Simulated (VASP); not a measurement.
# As (Pm-3m) in VASP: a series of runs

Aim: see how the results for As move with the level of theory and the settings. Levels: r2SCAN0, r2SCAN. Tasks: single point.

Program: VASP 6.6.1. These are calculated values, not measurements. Logs are shortened: lines on timing, memory, paths and dates and some standing lists are left out, and cuts for length are marked.

### Step 1. The cell of the first run

Symmetry: Pm-3m, No. 221, cubic system. The conventional cell has a = 2.708 Å, b = 2.708 Å, c = 2.708 Å, α = 90.00°, β = 90.00°, γ = 90.00°. As (site symmetry m-3m) has 6 As at 2.71 Å within 3.6 Å.

### Step 2. Single point, r2SCAN0

POSCAR

```
As
1.0
    2.7081184491      0.0000000000      0.0000000000
    0.0000000000      2.7081184491      0.0000000000
    0.0000000000      0.0000000000      2.7081184491
As
1
Direct
    0.0000000000      0.0000000000      0.0000000000
```

INCAR.step1

```
ALGO = Normal
EDIFF = 1E-5
ENCUT = 520
GGA = PE
ISIF = 2
ISMEAR = -1
LASPH = T
LREAL = F
LWAVE = T
NBANDS = 8
NELM = 60
PREC = Accurate
SIGMA = 0.1
```

INCAR.step2

```
AEXX = 0.25
ALGO = Normal
EDIFF = 1E-6
ENCUT = 520
ISIF = 2
ISMEAR = -1
ISTART = 1
LASPH = T
LCHARG = T
LELF = T
LHFCALC = T
LMIXTAU = T
LREAL = F
LVHAR = T
LWAVE = F
METAGGA = R2SCAN
NBANDS = 8
NELM = 60
PREC = Accurate
PRECFOCK = Normal
SIGMA = 0.1
```

KPOINTS

```
k-points
0
Gamma
  6 6 6
```

Potentials or basis: VASP PAW PBE potentials, release 64 (As).

The run is started by

```
> cat potpaw_PBE.64/As/POTCAR > POTCAR
> cp INCAR.step1 INCAR
> mpirun -np 1 vasp_std > vasp.out
> cp INCAR.step2 INCAR
> mpirun -np 1 vasp_std > vasp.out
```

OUTCAR:

```text
AEXX = 0.25
   EDIFF = 1E-6
   ENCUT = 520
   ISIF = 2
   ISMEAR = -1
   ISTART = 1
   LASPH = T
   LHFCALC = T
   LREAL = F
   METAGGA = R2SCAN
   NELM = 60
   PREC = Accurate
   PRECFOCK = Normal

 ion  position               nearest neighbor table
   1  0.000  0.000  0.000-

  LATTYP: Found a simple cubic cell.
 ALAT       =     2.7081184491

  Lattice vectors:

 A1 = (   2.7081184491,   0.0000000000,   0.0000000000)
 A2 = (   0.0000000000,   2.7081184491,   0.0000000000)
 A3 = (   0.0000000000,   0.0000000000,   2.7081184491)

Analysis of symmetry for initial positions (statically):
=====================================================================
 Subroutine PRICEL returns:
 Original cell was already a primitive cell.

 Routine SETGRP: Setting up the symmetry group for a
 simple cubic supercell.

 Subroutine GETGRP returns: Found 48 space group operations
 (whereof 48 operations were pure point group operations)
 out of a pool of 48 trial point group operations.

The static configuration has the point symmetry O_h .

Analysis of symmetry for dynamics (positions and initial velocities):
=====================================================================
 Subroutine PRICEL returns:
 Original cell was already a primitive cell.

 Routine SETGRP: Setting up the symmetry group for a
 simple cubic supercell.

 Subroutine GETGRP returns: Found 48 space group operations
 (whereof 48 operations were pure point group operations)
 out of a pool of 48 trial point group operations.

The dynamic configuration has the point symmetry O_h .

 Subroutine INISYM returns: Found 48 space group operations
 (whereof 48 operations are pure point group operations),
 and found     1 'primitive' translations

----------------------------------------------------------------------------------------

                                     Primitive cell

  volume of cell :      19.8611

  direct lattice vectors                    reciprocal lattice vectors
     2.708118449  0.000000000  0.000000000     0.369260067  0.000000000  0.000000000
     0.000000000  2.708118449  0.000000000     0.000000000  0.369260067  0.000000000
     0.000000000  0.000000000  2.708118449     0.000000000  0.000000000  0.369260067

  length of vectors
     2.708118449  2.708118449  2.708118449     0.369260067  0.369260067  0.369260067

  position of ions in fractional coordinates (direct lattice)
[... 81 lines left out ...]
   TEBEG  =    0.0;   TEEND  =   0.0 temperature during run
   PSTRESS=    0.0 pullay stress
   NELECT =       5.0000    total number of electrons
   NUPDOWN=      -1.0000    fix difference up-down
   EMIN   =  10.00;   EMAX   =-10.00  energy-range for DOS
   EFERMI =   0.00;   METHOD = LEGACY
   ISMEAR =    -1;   SIGMA  =   0.10  broadening in eV -4-tet -1-fermi 0-gaus
   EFERMI_NEDOS =   21; number of points for ismear=-14 and -15
   IALGO  =     38    algorithm
   IMIX   =      1    mixing-type and parameters
     AMIX     =   0.40;   BMIX     =  1.00
     AMIX_MAG =   1.60;   BMIX_MAG =  1.00
  volume/ion in A,a.u.               =      19.86       134.03
  Fermi-wavevector in a.u.,A,eV,Ry     =   1.033706  1.953422 14.538489  1.068549
  Thomas-Fermi vector in A             =   2.167966
   LORBIT       =      0    0 simple, 1 ext, 2 COOP (PROOUT), +10 PAW based schemes
   METAGGA = R2SCAN    functional components
   LHFCALC =     T    Hartree Fock is set to
   PRECFOCK=normal    Normal, Fast or Accurate (Low or Medium for compatibility)
   ENCUT4O =  -1.0   cutoff for four orbital integrals eV
   NKREDX  =     1    reduce k-point grid by
   NKREDY  =     1    reduce k-point grid by
   NKREDZ  =     1    reduce k-point grid by
   AEXX    =    0.2500 exact exchange contribution
   HFSCREEN=    0.0000 screening length (either q_TF or 0.3 A-1)
   HFSCREENC=   0.0000 screening length for correlation (either q_TF or 0.3 A-1)
   ENCUTFOCK=  -1.0 apply spherical cutoff to Coloumb kernel
   IVDW    =     0    specifies the selected vdW correction
   LEPSILON=     F    determine dielectric tensor
   LRPA    =     F    only Hartree local field effects (RPA)
 non-spin polarized calculation
  energy-cutoff  :      520.00
  volume of cell :       19.86
 maximum number of plane-waves:       554
  NGX = 16; NGY = 16; NGZ = 16

 number of electron       5.0000001 magnetization

 Free energy of the ion-electron system (eV)
  ---------------------------------------------------
  ext. energy  EPLUGINS =         0.00000000
  ---------------------------------------------------
  free energy    TOTEN  =       -13.67752563 eV

  energy without entropy =      -13.67553919  energy(sigma->0) =      -13.67653241

 E-fermi :   6.1127     XC(G=0):  -8.5378

 val. band max:        5.6973534493   @ k =   0.1667   0.1667   0.0000
 cond. band min:       6.5359118279   @ k =   0.5000   0.3333   0.3333
 fundamental gap:      0.8385583786
 Fermi energy:         6.1127396525

 k-point     1 :       0.0000    0.0000    0.0000
  band No.  band energies     occupation
      1     -11.9459      2.00000
      2      10.8332      0.00000
      3      10.8332      0.00000
      4      10.8332      0.00000
      5      15.3609      0.00000
      6      15.3609      0.00000
      7      18.0215      0.00000
      8      32.8032      0.00000
[... 199 lines left out ...]
 k-point    20 :       0.5000    0.5000    0.5000
  band No.  band energies     occupation
      1      -0.0253      2.00000
      2       2.9999      2.00000
      3       2.9999      2.00000
      4       2.9999      2.00000
      5      12.7548      0.00000
      6      12.7548      0.00000
      7      12.7548      0.00000
      8      16.7991      0.00000

------------------------ aborting loop because EDIFF is reached ----------------------------------------

  FORCE on cell =-STRESS in cart. coord.  units (eV):
  Direction    XX          YY          ZZ          XY          YZ          ZX
  --------------------------------------------------------------------------------------
  -------------------------------------------------------------------------------------
  Total       -0.4486665     -0.4486665     -0.4486665      0.0000000     -0.0000000      0.0000000
  in kB      -36.1935576    -36.1935576    -36.1935576      0.0000000     -0.0000000      0.0000000
  external PRESSURE =     -36.1935576 kB  Pullay stress =       0.0000000 kB

 VOLUME and BASIS-vectors are now :
 -----------------------------------------------------------------------------
  energy-cutoff  :      520.00
  volume of cell :       19.86
      direct lattice vectors                 reciprocal lattice vectors
     2.708118449  0.000000000  0.000000000     0.369260067  0.000000000  0.000000000
     0.000000000  2.708118449  0.000000000     0.000000000  0.369260067  0.000000000
     0.000000000  0.000000000  2.708118449     0.000000000  0.000000000  0.369260067

 POSITION                                       TOTAL-FORCE (eV/Angst)
 -----------------------------------------------------------------------------------
      0.00000      0.00000      0.00000         0.000000      0.000000      0.000000
 -----------------------------------------------------------------------------------
    total drift:                               -0.000000     -0.000000     -0.000000

  FREE ENERGIE OF THE ION-ELECTRON SYSTEM (eV)
  ---------------------------------------------------
  free  energy   TOTEN  =       -13.6775256317 eV

  energy  without entropy=      -13.6755391938  energy(sigma->0) =      -13.67653241
```

OUTCAR.step1:

```text
EDIFF = 1E-5
   ENCUT = 520
   GGA = PE
   ISIF = 2
   ISMEAR = -1
   LASPH = T
[... 427 lines left out ...]

 POSITION                                       TOTAL-FORCE (eV/Angst)
 -----------------------------------------------------------------------------------
      0.00000      0.00000      0.00000         0.000000      0.000000      0.000000
 -----------------------------------------------------------------------------------
    total drift:                               -0.000000     -0.000000      0.000000

  FREE ENERGIE OF THE ION-ELECTRON SYSTEM (eV)
  ---------------------------------------------------
  free  energy   TOTEN  =        -4.5888379576 eV

  energy  without entropy=       -4.5709654290  energy(sigma->0) =       -4.57990169
```

OSZICAR.step1:

```text
N       E                     dE             d eps       ncg     rms          rms(c)
DAV:   1     0.240059172976E+01    0.24006E+01   -0.21447E+03   320   0.469E+02
DAV:   2    -0.450848854597E+01   -0.69091E+01   -0.67823E+01   440   0.515E+01
DAV:   3    -0.458418455987E+01   -0.75696E-01   -0.75539E-01   368   0.568E+00
DAV:   4    -0.458427718062E+01   -0.92621E-04   -0.92620E-04   496   0.225E-01
DAV:   5    -0.458427719570E+01   -0.15076E-07   -0.15379E-07   368   0.181E-03    0.214E+00
DAV:   6    -0.458675895297E+01   -0.24818E-02   -0.56889E-04   408   0.195E-01    0.128E+00
DAV:   7    -0.458877441468E+01   -0.20155E-02   -0.16495E-03   328   0.318E-01    0.808E-02
DAV:   8    -0.458883573426E+01   -0.61320E-04   -0.61483E-05   400   0.573E-02    0.512E-03
DAV:   9    -0.458883795759E+01   -0.22233E-05   -0.19518E-06   296   0.967E-03
   1 F= -.45888380E+01 E0= -.45799017E+01  d E =-.178725E-01
```

Run time: 2.7 min. Hardware: 1 thread of Intel Xeon Platinum 8488C (Sapphire Rapids), shared host; peak memory 0.14 GiB.

What came out:

```
Free energy : -13.6775 eV
Pressure    : -3.6 GPa
```

Levels at points of the mesh, in eV from the Fermi level:
| k point | band 1 | band 2 | band 3 | band 4 | band 5 | band 6 | band 7 |
| --- | --- | --- | --- | --- | --- | --- | --- |
| (0.00, 0.00, 0.00) | -18.06 | 4.72 | 4.72 | 4.72 | 9.25 | 9.25 | 11.91 |
| (0.50, 0.00, 0.00) | -14.48 | -8.92 | 7.38 | 7.38 | 12.14 | 15.58 | 16.02 |
| (0.50, 0.50, 0.00) | -10.65 | -5.93 | -5.93 | 3.00 | 9.81 | 17.93 | 18.84 |
| (0.50, 0.50, 0.50) | -6.14 | -3.11 | -3.11 | -3.11 | 6.64 | 6.64 | 6.64 |

Caveat: the k points lie up to 0.39 Å⁻¹ apart; the PAW data sets were made with another functional, which shifts forces and pressure a little.

### Step 3. Single point, r2SCAN

POSCAR is that of step 2.

INCAR.step1

```
SYSTEM = As
ALGO = Normal ; EDIFF = 1E-5
ENCUT = 550 ; GGA = PE
GGA_COMPAT = .False. ; ISMEAR = -1
LASPH = .True. ; LCHARG = .False.
LREAL = .False. ; LWAVE = .True.
NBANDS = 8 ; NELM = 120
PREC = Accurate ; SIGMA = 0.1
```

INCAR.step2

```
SYSTEM = As
ALGO = Normal ; EDIFF = 1E-6
ENCUT = 550 ; GGA_COMPAT = .False.
ISIF = 2 ; ISMEAR = -1
ISTART = 1 ; LASPH = .True.
LCHARG = .False. ; LMIXTAU = .True.
LREAL = .False. ; LWAVE = .False.
METAGGA = R2SCAN ; NBANDS = 8
NELM = 120 ; PREC = Accurate
SIGMA = 0.1
```

KPOINTS

```
k-points
0
Gamma
  6 6 6
  0 0 0
```

Potentials or basis: VASP PAW PBE potentials, release 64 (As).

The run is started by

```
> cat potpaw_PBE.64/As/POTCAR > POTCAR
> cp INCAR.step1 INCAR
> mpirun -np 1 vasp_std > vasp.out
> cp INCAR.step2 INCAR
> mpirun -np 1 vasp_std > vasp.out
```

OUTCAR:

```text
SYSTEM = As
   EDIFF = 1E-6
   ENCUT = 550
   ISIF = 2
   ISMEAR = -1
   ISTART = 1
   LASPH = .True.
   LREAL = .False.
   METAGGA = R2SCAN
   NELM = 120
   PREC = Accurate

 ion  position               nearest neighbor table
   1  0.000  0.000  0.000-

  LATTYP: Found a simple cubic cell.
 ALAT       =     2.7081184491

  Lattice vectors:

 A1 = (   2.7081184491,   0.0000000000,   0.0000000000)
 A2 = (   0.0000000000,   2.7081184491,   0.0000000000)
 A3 = (   0.0000000000,   0.0000000000,   2.7081184491)

[... 392 lines left out ...]
      8      16.1053      0.00000

------------------------ aborting loop because EDIFF is reached ----------------------------------------

  FORCE on cell =-STRESS in cart. coord.  units (eV):
  Direction    XX          YY          ZZ          XY          YZ          ZX
  --------------------------------------------------------------------------------------
  -------------------------------------------------------------------------------------
  Total        0.0666780      0.0666780      0.0666780     -0.0000000      0.0000000     -0.0000000
  in kB        5.3788626      5.3788626      5.3788626     -0.0000000      0.0000000     -0.0000000
  external PRESSURE =       5.3788626 kB  Pullay stress =       0.0000000 kB

 VOLUME and BASIS-vectors are now :
 -----------------------------------------------------------------------------
  energy-cutoff  :      550.00
  volume of cell :       19.86
      direct lattice vectors                 reciprocal lattice vectors
     2.708118449  0.000000000  0.000000000     0.369260067  0.000000000  0.000000000
     0.000000000  2.708118449  0.000000000     0.000000000  0.369260067  0.000000000
     0.000000000  0.000000000  2.708118449     0.000000000  0.000000000  0.369260067

 POSITION                                       TOTAL-FORCE (eV/Angst)
 -----------------------------------------------------------------------------------
      0.00000      0.00000      0.00000         0.000000      0.000000      0.000000
 -----------------------------------------------------------------------------------
    total drift:                                0.000000      0.000000      0.000000

  FREE ENERGIE OF THE ION-ELECTRON SYSTEM (eV)
  ---------------------------------------------------
  free  energy   TOTEN  =       -14.5862315219 eV

  energy  without entropy=      -14.5706358753  energy(sigma->0) =      -14.57843370
```

OUTCAR.step1:

```text
SYSTEM = As
   EDIFF = 1E-5
   ENCUT = 550
   GGA = PE
   ISMEAR = -1
   LASPH = .True.
   LREAL = .False.
[... 429 lines left out ...]
 -----------------------------------------------------------------------------------
      0.00000      0.00000      0.00000         0.000000      0.000000      0.000000
 -----------------------------------------------------------------------------------
    total drift:                               -0.000000      0.000000      0.000000

  FREE ENERGIE OF THE ION-ELECTRON SYSTEM (eV)
  ---------------------------------------------------
  free  energy   TOTEN  =        -4.5888496426 eV

  energy  without entropy=       -4.5709771773  energy(sigma->0) =       -4.57991341
```

It took 29 s on 1 thread of Intel Xeon 8259CL, shared host; peak memory 0.14 GiB.

Results:

```yaml
Free_energy: -14.5862 eV
Pressure: 0.5 GPa
```

Caveat: the k points lie up to 0.39 Å⁻¹ apart; the PAW data sets were made with another functional, which shifts forces and pressure a little.

(Part 1 of 2 ends here.)
